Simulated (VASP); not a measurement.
# SnO (Pmn2_1) in VASP: single point with PBEsol

Aim: the single point of SnO with PBEsol.

Program: VASP 6.6.1. These are calculated values, not measurements. Logs are shortened: lines on timing, memory, paths and dates and some standing lists are left out, and cuts for length are marked.

### Step 1. The cell of the first run

The structure is orthorhombic, space group Pmn2_1 (No. 31). The conventional cell has a = 3.355 Å, b = 5.674 Å, c = 4.222 Å, α = 90.00°, β = 90.00°, γ = 90.00°. Sn (site symmetry m) has 3 O at 2.15 to 2.16 Å within 2.8 Å. Within 2.8 Å of O (site symmetry m) lie 3 Sn at 2.15 to 2.16 Å.

### Step 2. Single point, PBEsol

INCAR

```
  PREC = Accurate
  ENCUT = 600
  EDIFF = 1E-6
  ISMEAR = 1
  SIGMA = 0.1
  LREAL = False
  LASPH = True
  NELM = 120
  ALGO = Normal
  ISIF = 2
  LWAVE = False
  LCHARG = False
  GGA = PS
  NBANDS = 28
  GGA_COMPAT = False
```

KPOINTS

```
Automatic mesh
0
Gamma
  4 2 4
```

POSCAR

```
SnO
1.0
    3.3550000000      0.0000000000      0.0000000000
    0.0000000000      5.6741000000      0.0000000000
    0.0000000000      0.0000000000      4.2219700000
Sn O
2 2
Direct
    0.0000000000      0.2319100000      0.5131400000
    0.5000000000      0.7680900000      0.0131400000
    0.0000000000      0.8912500000      0.7368600000
    0.5000000000      0.1087500000      0.2368600000
```

Potentials or basis: VASP PAW PBE potentials, release 64 (Sn_d, O).

Command:

```
cat potpaw_PBE.64/Sn_d/POTCAR potpaw_PBE.64/O/POTCAR > POTCAR
mpirun -np 1 vasp_std > vasp.out
```

OUTCAR:

```text
PREC = Accurate
   ENCUT = 600
   EDIFF = 1E-6
   ISMEAR = 1
   LREAL = False
   LASPH = True
   NELM = 120
   ISIF = 2
   GGA = PS

 ion  position               nearest neighbor table
   1  0.000  0.232  0.513-   3 2.15   4 2.16   4 2.16
   2  0.500  0.768  0.013-   4 2.15   3 2.16   3 2.16
   3  0.000  0.891  0.737-   1 2.15   2 2.16   2 2.16
   4  0.500  0.109  0.237-   2 2.15   1 2.16   1 2.16

  LATTYP: Found a simple orthorhombic cell.
 ALAT       =     3.3550000000
 B/A-ratio  =     1.2584113264
 C/A-ratio  =     1.6912369598

  Lattice vectors:

 A1 = (  -3.3550000000,   0.0000000000,   0.0000000000)
 A2 = (   0.0000000000,   0.0000000000,   4.2219700000)
 A3 = (   0.0000000000,   5.6741000000,   0.0000000000)

Analysis of symmetry for initial positions (statically):
=====================================================================
 Subroutine PRICEL returns:
 Original cell was already a primitive cell.

 Routine SETGRP: Setting up the symmetry group for a
 simple orthorhombic supercell.

 Subroutine GETGRP returns: Found  4 space group operations
 (whereof  2 operations were pure point group operations)
 out of a pool of  8 trial point group operations.

The static configuration has the point symmetry C_1h.
 The point group associated with its full space group is C_2v.

Analysis of symmetry for dynamics (positions and initial velocities):
=====================================================================
 Subroutine PRICEL returns:
 Original cell was already a primitive cell.

 Routine SETGRP: Setting up the symmetry group for a
 simple orthorhombic supercell.

 Subroutine GETGRP returns: Found  4 space group operations
 (whereof  2 operations were pure point group operations)
 out of a pool of  8 trial point group operations.

The dynamic configuration has the point symmetry C_1h.
 The point group associated with its full space group is C_2v.

 Subroutine INISYM returns: Found  4 space group operations
 (whereof  2 operations are pure point group operations),
 and found     1 'primitive' translations

----------------------------------------------------------------------------------------

                                     Primitive cell

  volume of cell :      80.3720

[... 75 lines left out ...]
 SYSTEM =  unknown system
   PREC   = accura    normal or accurate (medium, high low for compatibility)
   ISTART =      0    job   : 0-new  1-cont  2-samecut
   ICHARG =      2    charge: 1-file 2-atom 10-const
   ISPIN  =      1    spin polarized calculation?
   LNONCOLLINEAR =      F non collinear calculations
   LSORBIT =      F    spin-orbit coupling
   LASPH  =      T    aspherical Exc in radial PAW
   ENCUT  =  600.0 eV  44.10 Ry    6.64 a.u.   6.70 11.33  8.43*2*pi/ulx,y,z
   NELM   =    120;   NELMIN=  2; NELMDL= -5     # of ELM steps
   EDIFF  = 0.1E-05   stopping-criterion for ELM
   LREAL  =      F    real-space projection
[... 7 lines left out ...]
   TEBEG  =    0.0;   TEEND  =   0.0 temperature during run
   PSTRESS=    0.0 pullay stress
   NELECT =      40.0000    total number of electrons
   NUPDOWN=      -1.0000    fix difference up-down
   EMIN   =  10.00;   EMAX   =-10.00  energy-range for DOS
   EFERMI =   0.00;   METHOD = LEGACY
   ISMEAR =     1;   SIGMA  =   0.10  broadening in eV -4-tet -1-fermi 0-gaus
   EFERMI_NEDOS =   21; number of points for ismear=-14 and -15
   IALGO  =     38    algorithm
   IMIX   =      4    mixing-type and parameters
     AMIX     =   0.40;   BMIX     =  1.00
     AMIX_MAG =   1.60;   BMIX_MAG =  1.00
  volume/ion in A,a.u.               =      20.09       135.59
  Fermi-wavevector in a.u.,A,eV,Ry     =   1.297358  2.451652 22.900491  1.683139
  Thomas-Fermi vector in A             =   2.428756
   LORBIT       =      0    0 simple, 1 ext, 2 COOP (PROOUT), +10 PAW based schemes
   GGA     = PS    functional components
   LHFCALC =     F    Hartree Fock is set to
   AEXX    =    0.0000 exact exchange contribution
   IVDW    =     0    specifies the selected vdW correction
   LEPSILON=     F    determine dielectric tensor
   LRPA    =     F    only Hartree local field effects (RPA)
 non-spin polarized calculation
 Methfessel and Paxton  Order N= 1 SIGMA  =   0.10
  energy-cutoff  :      600.00
  volume of cell :       80.37
 maximum number of plane-waves:      2719
 NGX is ok and might be reduce to    28
   NGX = 13   NGY = 23   NGZ = 17

 number of electron      40.0000004 magnetization

 Free energy of the ion-electron system (eV)
  ---------------------------------------------------
  ext. energy  EPLUGINS =         0.00000000
  ---------------------------------------------------
  free energy    TOTEN  =       -23.81231882 eV

  energy without entropy =      -23.81278045  energy(sigma->0) =      -23.81247270

 E-fermi :   4.7748     XC(G=0):  -9.7665

 val. band max:        4.7034386647   @ k =   0.0000   0.0000   0.0000
 cond. band min:       6.5382657526   @ k =   0.5000   0.5000   0.0000
 fundamental gap:      1.8348270879
 Fermi energy:         4.7747581477

 k-point     1 :       0.0000    0.0000    0.0000
  band No.  band energies     occupation
      1     -16.4245      2.00000
      2     -16.0988      2.00000
      3     -16.0160      2.00000
      4     -15.9889      2.00000
      5     -15.9616      2.00000
      6     -15.9309      2.00000
[... 547 lines left out ...]
     27      15.2340      0.00000
     28      15.2340      0.00000

------------------------ aborting loop because EDIFF is reached ----------------------------------------

  FORCE on cell =-STRESS in cart. coord.  units (eV):
  Direction    XX          YY          ZZ          XY          YZ          ZX
  --------------------------------------------------------------------------------------
  -------------------------------------------------------------------------------------
  Total       -1.8069831     -1.4990888     -1.3342601      0.0000000      0.0000000      0.0000000
  in kB      -36.0213529    -29.8836262    -26.5978441      0.0000000      0.0000000      0.0000000
  external PRESSURE =     -30.8342744 kB  Pullay stress =       0.0000000 kB

 VOLUME and BASIS-vectors are now :
 -----------------------------------------------------------------------------
  energy-cutoff  :      600.00
  volume of cell :       80.37
      direct lattice vectors                 reciprocal lattice vectors
     3.355000000  0.000000000  0.000000000     0.298062593  0.000000000  0.000000000
     0.000000000  5.674100000  0.000000000     0.000000000  0.176239404  0.000000000
     0.000000000  0.000000000  4.221970000     0.000000000  0.000000000  0.236856254

 POSITION                                       TOTAL-FORCE (eV/Angst)
 -----------------------------------------------------------------------------------
      0.00000      1.31588      2.16646         0.000000     -0.328782     -0.101342
      1.67750      4.35822      0.05548         0.000000      0.328782     -0.101342
      0.00000      5.05704      3.11100         0.000000      0.124390      0.101342
      1.67750      0.61706      1.00002         0.000000     -0.124390      0.101342
 -----------------------------------------------------------------------------------
    total drift:                                0.000000     -0.000000     -0.000003

  FREE ENERGIE OF THE ION-ELECTRON SYSTEM (eV)
  ---------------------------------------------------
  free  energy   TOTEN  =       -23.8123188213 eV

  energy  without entropy=      -23.8127804463  energy(sigma->0) =      -23.81247270
```

It took 20 s on 1 thread of Intel Xeon 6975P-C (Granite Rapids), shared host; peak memory 0.22 GiB.

What came out:

| Property | Result |
| --- | --- |
| Free energy | -23.8123 eV |
| Pressure | -3.1 GPa |
| Largest force | 0.344 eV/Å |
| Band gap on the k mesh | 1.83 eV, indirect (least direct gap 2.53 eV) |

Forces in eV/Å, atoms in the order of the input:
```
Sn   0.000 -0.329 -0.101
Sn   0.000  0.329 -0.101
O    0.000  0.124  0.101
O    0.000 -0.124  0.101
```

Caveat: the k points lie up to 0.55 Å⁻¹ apart; the PAW data sets were made with another functional, which shifts forces and pressure a little; spin-orbit coupling is left out, which moves the levels of the heavy elements. PBEsol gaps usually lie below the measured ones, often by a third to a half.
